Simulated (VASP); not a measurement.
# Fe (Im-3m) in VASP: a series of runs

Fe is run at these levels: revPBE; tasks: single point.

Everything below comes from runs of VASP 6.6.1. Logs are shortened: lines on timing, memory, paths and dates and some standing lists are left out, and cuts for length are marked.

## 1. The cell of the first run

The structure is cubic, space group Im-3m (No. 229). Conventional cell: a = 2.702 Å, b = 2.702 Å, c = 2.702 Å, α = 90.00°, β = 90.00°, γ = 90.00°. Fe (site symmetry m-3m) has 14 Fe at 2.34 to 2.70 Å within 3.1 Å.

## 2. Single point, revPBE, collinear spin, ferromagnetic start (9.87 Å³/atom)

File INCAR:

```
SYSTEM = Fe
ALGO     = Normal         ! electronic algorithm
EDIFF    = 1E-6           ! SCF threshold, eV
ENCUT    = 600            ! plane-wave cutoff, eV
GGA      = RE             ! functional
GGA_COMPAT= .FALSE.      
ISIF     = 2              ! what is computed and relaxed
ISMEAR   = -1             ! smearing method
ISPIN    = 2              ! spin polarisation
LASPH    = .TRUE.         ! aspherical terms in the spheres
LCHARG   = .FALSE.        ! write CHGCAR
LMAXMIX  = 4              ! l up to which the mixer works
LORBIT   = 11             ! projections on sites
LREAL    = .FALSE.        ! projectors in reciprocal space
LWAVE    = .FALSE.        ! write WAVECAR
MAGMOM   = -2.213 -2.213  ! initial moments
NBANDS   = 19             ! bands
NELM     = 200            ! most SCF steps
PREC     = Accurate       ! precision mode
SIGMA    = 0.05           ! smearing width, eV
```

File KPOINTS:

```
k-points
0
G
  18 18 18
  0 0 0
```

File POSCAR:

```
Fe
1.0
    2.7023538267      0.0000000000      0.0000000000
    0.0000000000      2.7023538267      0.0000000000
    0.0000000000      0.0000000000      2.7023538267
Fe
2
Direct
    0.0000000000      0.0000000000      0.0000000000
    0.5000000000      0.5000000000      0.5000000000
```

Potentials or basis: VASP PAW PBE potentials, release 64 (Fe).

The run is started by

```
$ cat potpaw_PBE.64/Fe/POTCAR > POTCAR
$ mpirun -np 1 vasp_std > vasp.out
```

OUTCAR:

```text
SYSTEM = Fe
   EDIFF = 1E-6
   ENCUT = 600
   GGA = RE
   ISIF = 2
   ISMEAR = -1
   ISPIN = 2
   LASPH = .TRUE.
   LORBIT = 11
   LREAL = .FALSE.
   NELM = 200
   PREC = Accurate

 ion  position               nearest neighbor table
   1  0.000  0.000  0.000-   2 2.34   2 2.34   2 2.34   2 2.34   2 2.34   2 2.34   2 2.34   2 2.34

   2  0.500  0.500  0.500-   1 2.34   1 2.34   1 2.34   1 2.34   1 2.34   1 2.34   1 2.34   1 2.34

  LATTYP: Found a simple cubic cell.
 ALAT       =     2.7023538267

  Lattice vectors:

 A1 = (   2.7023538267,   0.0000000000,   0.0000000000)
 A2 = (   0.0000000000,   2.7023538267,   0.0000000000)
 A3 = (   0.0000000000,   0.0000000000,   2.7023538267)

Analysis of symmetry for initial positions (statically):
=====================================================================
 Subroutine PRICEL returns following result:

  LATTYP: Found a body centered cubic cell.
 ALAT       =     2.7023538267

  Lattice vectors:

 A1 = (   1.3511769134,   1.3511769134,  -1.3511769133)
 A2 = (  -1.3511769134,   1.3511769133,   1.3511769133)
 A3 = (   1.3511769134,  -1.3511769133,   1.3511769134)

   2 primitive cells build up your supercell.

 Routine SETGRP: Setting up the symmetry group for a
 simple cubic supercell.

 Subroutine GETGRP returns: Found 48 space group operations
 (whereof 48 operations were pure point group operations)
 out of a pool of 48 trial point group operations.

The static configuration has the point symmetry O_h .

Analysis of symmetry for dynamics (positions and initial velocities):
=====================================================================
 Subroutine PRICEL returns following result:

  LATTYP: Found a body centered cubic cell.
 ALAT       =     2.7023538267

  Lattice vectors:

 A1 = (   1.3511769134,   1.3511769134,  -1.3511769133)
 A2 = (  -1.3511769134,   1.3511769133,   1.3511769133)
 A3 = (   1.3511769134,  -1.3511769133,   1.3511769134)

   2 primitive cells build up your supercell.

 Routine SETGRP: Setting up the symmetry group for a
 simple cubic supercell.

 Subroutine GETGRP returns: Found 48 space group operations
 (whereof 48 operations were pure point group operations)
 out of a pool of 48 trial point group operations.

The dynamic configuration has the point symmetry O_h .

Analysis of structural, dynamic, and magnetic symmetry:
=====================================================================
 Subroutine PRICEL returns following result:

  LATTYP: Found a body centered cubic cell.
 ALAT       =     2.7023538267

  Lattice vectors:

 A1 = (   1.3511769134,   1.3511769134,  -1.3511769133)
 A2 = (  -1.3511769134,   1.3511769133,   1.3511769133)
 A3 = (   1.3511769134,  -1.3511769133,   1.3511769134)

   2 primitive cells build up your supercell.

 Routine SETGRP: Setting up the symmetry group for a
 simple cubic supercell.

 Subroutine GETGRP returns: Found 48 space group operations
 (whereof 48 operations were pure point group operations)
 out of a pool of 48 trial point group operations.

The overall configuration has the point symmetry O_h .

 Subroutine INISYM returns: Found 48 space group operations
 (whereof 48 operations are pure point group operations),
 and found     2 'primitive' translations

----------------------------------------------------------------------------------------

                                     Primitive cell

  volume of cell :       9.8673

  direct lattice vectors                    reciprocal lattice vectors
     1.351176913  1.351176913 -1.351176913     0.370047767  0.370047767  0.000000000
    -1.351176913  1.351176913  1.351176913    -0.000000000  0.370047767  0.370047767
     1.351176913 -1.351176913  1.351176913     0.370047767  0.000000000  0.370047767

  length of vectors
     2.340307064  2.340307064  2.340307064     0.523326571  0.523326571  0.523326571

  position of ions in fractional coordinates (direct lattice)
     0.000000000  0.000000000  0.000000000

  ion indices of the primitive-cell ions
   primitive index   ion index
                 1           1

----------------------------------------------------------------------------------------

 KPOINTS: k-points

Automatic generation of k-mesh.
 Grid dimensions read from file:
 generate k-points for:   18   18   18

 Generating k-lattice:

  Cartesian coordinates                     Fractional coordinates (reciprocal lattice)
     0.020558209  0.000000000  0.000000000     0.055555556  0.000000000  0.000000000
     0.000000000  0.020558209  0.000000000     0.000000000  0.055555556  0.000000000
     0.000000000  0.000000000  0.020558209     0.000000000  0.000000000  0.055555556

  Length of vectors
     0.020558209  0.020558209  0.020558209

  Shift w.r.t. Gamma in fractional coordinates (k-lattice)
     0.000000000  0.000000000  0.000000000

 Subroutine IBZKPT returns following result:
 ===========================================

 Found    220 irreducible k-points:

 Following reciprocal coordinates:
            Coordinates               Weight
  0.000000  0.000000  0.000000      1.000000
  0.055556  0.000000  0.000000      6.000000
  0.111111  0.000000  0.000000      6.000000
  0.166667  0.000000  0.000000      6.000000
  0.222222  0.000000  0.000000      6.000000
  0.277778  0.000000  0.000000      6.000000
[... 16 lines left out ...]
  0.277778  0.111111  0.000000     24.000000
  0.333333  0.111111  0.000000     24.000000
 [... further k-points ...]
   k-points           NKPTS =    220   k-points in BZ     NKDIM =    220   number of bands    NBANDS=     19
   number of dos      NEDOS =    301   number of ions     NIONS =      2
   total plane-waves  NPLWV =  13824
   dimension x,y,z NGX =    24 NGY =   24 NGZ =   24
   dimension x,y,z NGXF=    48 NGYF=   48 NGZF=   48
   ions per type =               2
   NGX,Y,Z   is equivalent  to a cutoff of  14.76, 14.76, 14.76 a.u.
   NGXF,Y,Z  is equivalent  to a cutoff of  29.53, 29.53, 29.53 a.u.
 SYSTEM =  Fe
   PREC   = accura    normal or accurate (medium, high low for compatibility)
   ISTART =      0    job   : 0-new  1-cont  2-samecut
   ICHARG =      2    charge: 1-file 2-atom 10-const
   ISPIN  =      2    spin polarized calculation?
   LNONCOLLINEAR =      F non collinear calculations
   LSORBIT =      F    spin-orbit coupling
   LASPH  =      T    aspherical Exc in radial PAW
   ENCUT  =  600.0 eV  44.10 Ry    6.64 a.u.   5.40  5.40  5.40*2*pi/ulx,y,z
   NELM   =    200;   NELMIN=  2; NELMDL= -5     # of ELM steps
   EDIFF  = 0.1E-05   stopping-criterion for ELM
   LREAL  =      F    real-space projection
   EDIFFG = 0.1E-04   stopping-criterion for IOM
   NSW    =      0    number of steps for IOM
   IBRION =     -1    ionic relax: 0-MD 1-quasi-New 2-CG
   NFREE  =      0    steps in history (QN), initial steepest desc. (CG)
   ISIF   =      2    stress and relaxation
   ISYM   =      2    0-nonsym 1-usesym 2-fastsym
   POTIM  = 0.5000    time-step for ionic-motion
   TEBEG  =    0.0;   TEEND  =   0.0 temperature during run
   PSTRESS=    0.0 pullay stress
   NELECT =      16.0000    total number of electrons
   NUPDOWN=      -1.0000    fix difference up-down
   EMIN   =  10.00;   EMAX   =-10.00  energy-range for DOS
   EFERMI =   0.00;   METHOD = LEGACY
   ISMEAR =    -1;   SIGMA  =   0.05  broadening in eV -4-tet -1-fermi 0-gaus
   EFERMI_NEDOS =   21; number of points for ismear=-14 and -15
   IALGO  =     38    algorithm
   IMIX   =      4    mixing-type and parameters
     AMIX     =   0.40;   BMIX     =  1.00
     AMIX_MAG =   1.60;   BMIX_MAG =  1.00
  volume/ion in A,a.u.               =       9.87        66.59
  Fermi-wavevector in a.u.,A,eV,Ry     =   1.526532  2.884727 31.705661  2.330300
  Thomas-Fermi vector in A             =   2.634553
   LORBIT       =     11    0 simple, 1 ext, 2 COOP (PROOUT), +10 PAW based schemes
   GGA     = RE    functional components
   LHFCALC =     F    Hartree Fock is set to
   AEXX    =    0.0000 exact exchange contribution
   IVDW    =     0    specifies the selected vdW correction
   LEPSILON=     F    determine dielectric tensor
   LRPA    =     F    only Hartree local field effects (RPA)
 spin polarized calculation
  energy-cutoff  :      600.00
  volume of cell :       19.73
 maximum number of plane-waves:       691
 NGX is ok and might be reduce to    24
   NGX = 11   NGY = 11   NGZ = 11

 number of electron      16.0000000 magnetization      -3.9539351

 Free energy of the ion-electron system (eV)
  ---------------------------------------------------
  ext. energy  EPLUGINS =         0.00000000
  ---------------------------------------------------
  free energy    TOTEN  =       -15.32844634 eV

  energy without entropy =      -15.31250335  energy(sigma->0) =      -15.32047485

 E-fermi :   7.5501     XC(G=0): -13.8789

 val. band max:        7.5495326092   @ k =   0.1111   0.0556   0.0000
 cond. band min:       7.5545428060   @ k =   0.3889   0.2222   0.1111
 fundamental gap:      0.0050101968
 Fermi energy:         7.5501217443

 spin component 1

 k-point     1 :       0.0000    0.0000    0.0000
  band No.  band energies     occupation
      1      -1.6171      1.00000
      2       3.4145      1.00000
      3       3.4146      1.00000
      4       6.5897      1.00000
      5       6.5898      1.00000
      6       6.5898      1.00000
[... 11 lines left out ...]
     18      33.6538      0.00000
     19      33.6538      0.00000
[... 489 lines left out ...]
      3       4.7358      1.00000
      4       6.2430      1.00000
      5       6.4076      1.00000
      6       7.4308      0.91586
[... 11 lines left out ...]
     18      30.2940      0.00000
     19      31.3158      0.00000

 [... further k-points ...]

 spin component 2

 k-point     1 :       0.0000    0.0000    0.0000
  band No.  band energies     occupation
      1      -1.8002      1.00000
      2       1.7107      1.00000
      3       1.7107      1.00000
      4       4.8958      1.00000
      5       4.8958      1.00000
      6       4.8958      1.00000
[... 11 lines left out ...]
     18      33.8656      0.00000
     19      33.8656      0.00000
[... 489 lines left out ...]
      3       2.9309      1.00000
      4       4.6248      1.00000
      5       4.7002      1.00000
      6       5.6205      1.00000
[... 11 lines left out ...]
     18      30.0058      0.00000
     19      30.8557      0.00000

 [... further k-points ...]
[... 5 lines left out ...]
  --------------------------------------------------------------------------------------
  -------------------------------------------------------------------------------------
  Total        5.2493758      5.2493758      5.2493758      0.0000000      0.0000000     -0.0000000
  in kB      426.1785719    426.1785719    426.1785719      0.0000000      0.0000000     -0.0000000
  external PRESSURE =     426.1785719 kB  Pullay stress =       0.0000000 kB

 VOLUME and BASIS-vectors are now :
 -----------------------------------------------------------------------------
  energy-cutoff  :      600.00
  volume of cell :       19.73
      direct lattice vectors                 reciprocal lattice vectors
     2.702353827  0.000000000  0.000000000     0.370047767  0.000000000  0.000000000
     0.000000000  2.702353827  0.000000000     0.000000000  0.370047767  0.000000000
     0.000000000  0.000000000  2.702353827     0.000000000  0.000000000  0.370047767

 POSITION                                       TOTAL-FORCE (eV/Angst)
 -----------------------------------------------------------------------------------
      0.00000      0.00000      0.00000        -0.000000      0.000000     -0.000000
      1.35118      1.35118      1.35118         0.000000     -0.000000      0.000000
 -----------------------------------------------------------------------------------
    total drift:                                0.000000      0.000000     -0.000000

  FREE ENERGIE OF THE ION-ELECTRON SYSTEM (eV)
  ---------------------------------------------------
  free  energy   TOTEN  =       -15.3284463449 eV

  energy  without entropy=      -15.3125033495  energy(sigma->0) =      -15.32047485

 total charge

# of ion       s       p       d       tot
------------------------------------------
    1        0.554   0.682   6.366   7.602
    2        0.554   0.682   6.366   7.602
--------------------------------------------------
tot          1.109   1.365  12.731  15.204

 magnetization (x)

# of ion       s       p       d       tot
------------------------------------------
    1        0.012   0.056  -2.017  -1.949
    2        0.012   0.056  -2.017  -1.949
--------------------------------------------------
tot          0.025   0.112  -4.034  -3.898
```

It took 3.7 min on 1 thread of Oxide Virtual Turin-like, shared host; peak memory 0.22 GiB.

What came out:

```yaml
Free_energy: -15.3284 eV
Pressure: 42.6 GPa
Net_moment: -3.95 μB per cell
Site_moments: Fe -1.95 μB
Valence_electrons_inside_the_program's_atomic_spheres: Fe 7.60
```

Levels at points of the mesh, in eV from the Fermi level:
Spin up:
| k point | band 3 | band 4 | band 5 | band 6 | band 7 | band 8 | band 9 | band 10 |
| --- | --- | --- | --- | --- | --- | --- | --- | --- |
| (0.00, 0.00, 0.00) | -4.14 | -0.96 | -0.96 | -0.96 | 1.48 | 1.48 | 2.29 | 2.29 |
| (0.50, 0.00, 0.00) | -1.48 | -1.48 | -0.49 | -0.49 | -0.49 | -0.49 | 0.61 | 0.61 |
| (0.50, 0.50, 0.00) | -2.50 | -2.50 | 0.58 | 0.58 | 1.33 | 1.33 | 1.81 | 1.81 |
| (0.50, 0.50, 0.50) | -2.57 | -2.57 | -2.57 | -2.57 | 1.87 | 1.87 | 1.87 | 1.87 |
Spin down:
| k point | band 7 | band 8 | band 9 | band 10 | band 11 | band 12 | band 13 | band 14 |
| --- | --- | --- | --- | --- | --- | --- | --- | --- |
| (0.00, 0.00, 0.00) | -1.16 | -1.16 | 0.33 | 0.33 | 0.33 | 10.96 | 10.96 | 10.96 |
| (0.50, 0.00, 0.00) | -2.12 | -2.12 | -1.20 | -1.20 | 0.46 | 0.46 | 18.87 | 18.87 |
| (0.50, 0.50, 0.00) | -0.90 | -0.90 | 0.43 | 0.43 | 0.67 | 0.67 | 8.68 | 8.68 |
| (0.50, 0.50, 0.50) | -0.86 | -0.86 | -0.86 | -0.86 | 9.63 | 9.63 | 9.63 | 9.63 |

Caveat: the cell stands under pressure; the PAW data sets were made with another functional, which shifts forces and pressure a little.

## 3. Single point, revPBE, collinear spin, ferromagnetic start (10.32 Å³/atom)

This run uses another cell than the first one, of 10.32 Å³/atom.

File INCAR:

```
SYSTEM = Fe
ALGO = Normal
EDIFF = 1E-6
ENCUT = 600
GGA = RE
GGA_COMPAT = .False.
ISIF = 2
ISMEAR = -1
ISPIN = 2
LASPH = .True.
LCHARG = .False.
LMAXMIX = 4
LORBIT = 11
LREAL = .False.
LWAVE = .False.
MAGMOM = -2.213 -2.213
NBANDS = 19
NELM = 200
PREC = Accurate
SIGMA = 0.05
```

File KPOINTS:

```
k-points
0
Gamma
  18 18 18
  0 0 0
```

File POSCAR:

```
Fe
1.0
    2.7426934131      0.0000000000      0.0000000000
    0.0000000000      2.7426934131      0.0000000000
    0.0000000000      0.0000000000      2.7426934131
Fe
2
Direct
    0.0000000000      0.0000000000      0.0000000000
    0.5000000000      0.5000000000      0.5000000000
```

Potentials or basis: VASP PAW PBE potentials, release 64 (Fe).

The run is started by

```
$ cat potpaw_PBE.64/Fe/POTCAR > POTCAR
$ mpirun -np 1 vasp_std > vasp.out
```

OUTCAR:

```text
SYSTEM = Fe
   EDIFF = 1E-6
   ENCUT = 600
   GGA = RE
   ISIF = 2
   ISMEAR = -1
   ISPIN = 2
   LASPH = .True.
   LORBIT = 11
   LREAL = .False.
   NELM = 200
   PREC = Accurate

 ion  position               nearest neighbor table
   1  0.000  0.000  0.000-   2 2.38   2 2.38   2 2.38   2 2.38   2 2.38   2 2.38   2 2.38   2 2.38

   2  0.500  0.500  0.500-   1 2.38   1 2.38   1 2.38   1 2.38   1 2.38   1 2.38   1 2.38   1 2.38

  LATTYP: Found a simple cubic cell.
 ALAT       =     2.7426934131

  Lattice vectors:

 A1 = (   2.7426934131,   0.0000000000,   0.0000000000)
 A2 = (   0.0000000000,   2.7426934131,   0.0000000000)
 A3 = (   0.0000000000,   0.0000000000,   2.7426934131)

Analysis of symmetry for initial positions (statically):
=====================================================================
 Subroutine PRICEL returns following result:

  LATTYP: Found a body centered cubic cell.
 ALAT       =     2.7426934131
[... 12 lines left out ...]
 Subroutine GETGRP returns: Found 48 space group operations
 (whereof 48 operations were pure point group operations)
 out of a pool of 48 trial point group operations.

The static configuration has the point symmetry O_h .

Analysis of symmetry for dynamics (positions and initial velocities):
[... 739 lines left out ...]
      6       4.4634      1.00000
[... 517 lines left out ...]
     18      28.9444      0.00000
     19      29.6356      0.00000

 [... further k-points ...]
[... 5 lines left out ...]
  --------------------------------------------------------------------------------------
  -------------------------------------------------------------------------------------
  Total        3.6007164      3.6007164      3.6007164      0.0000000      0.0000000     -0.0000000
  in kB      279.6196667    279.6196667    279.6196667      0.0000000      0.0000000     -0.0000000
  external PRESSURE =     279.6196667 kB  Pullay stress =       0.0000000 kB

 VOLUME and BASIS-vectors are now :
 -----------------------------------------------------------------------------
  energy-cutoff  :      600.00
  volume of cell :       20.63
      direct lattice vectors                 reciprocal lattice vectors
     2.742693413  0.000000000  0.000000000     0.364605098  0.000000000  0.000000000
     0.000000000  2.742693413  0.000000000     0.000000000  0.364605098  0.000000000
     0.000000000  0.000000000  2.742693413     0.000000000  0.000000000  0.364605098

 POSITION                                       TOTAL-FORCE (eV/Angst)
 -----------------------------------------------------------------------------------
      0.00000      0.00000      0.00000         0.000000      0.000000     -0.000000
      1.37135      1.37135      1.37135        -0.000000     -0.000000      0.000000
 -----------------------------------------------------------------------------------
    total drift:                                0.000000      0.000000     -0.000000

  FREE ENERGIE OF THE ION-ELECTRON SYSTEM (eV)
  ---------------------------------------------------
  free  energy   TOTEN  =       -15.5244234219 eV

  energy  without entropy=      -15.5093887307  energy(sigma->0) =      -15.51690608

 total charge

# of ion       s       p       d       tot
------------------------------------------
    1        0.532   0.636   6.318   7.486
    2        0.532   0.636   6.318   7.486
--------------------------------------------------
tot          1.064   1.272  12.636  14.971

 magnetization (x)

# of ion       s       p       d       tot
------------------------------------------
    1        0.013   0.057  -2.107  -2.037
    2        0.013   0.057  -2.107  -2.037
--------------------------------------------------
tot          0.026   0.114  -4.214  -4.074
```

stdout:

```text
POSCAR found type information on POSCAR Fe
 POSCAR found :  1 types and       2 ions
 scaLAPACK will be used
 -----------------------------------------------------------------------------
|                                                                             |
|                                                                             |
|     You enforced a specific xc type in the INCAR file but a different       |
|     I HOPE YOU KNOW WHAT YOU ARE DOING!                                     |
|                                                                             |
 -----------------------------------------------------------------------------

 LDA part: xc-table for (Slater+PW92), standard interpolation
 POSCAR, INCAR and KPOINTS ok, starting setup
 FFT: planning ... GRIDC
 FFT: planning ... GRID_SOFT
 FFT: planning ... GRID
 WAVECAR not read
 entering main loop
```

Run time: 3.4 min. Hardware: 1 thread of Oxide Virtual Turin-like, shared host; peak memory 0.23 GiB.

Results:

```yaml
Free_energy: -15.5244 eV
Pressure: 28.0 GPa
Net_moment: -4.12 μB per cell
Site_moments: Fe -2.04 μB
Valence_electrons_inside_the_program's_atomic_spheres: Fe 7.49
```

Caveat: the cell stands under pressure; the PAW data sets were made with another functional, which shifts forces and pressure a little.

[end of part 1 of 2]
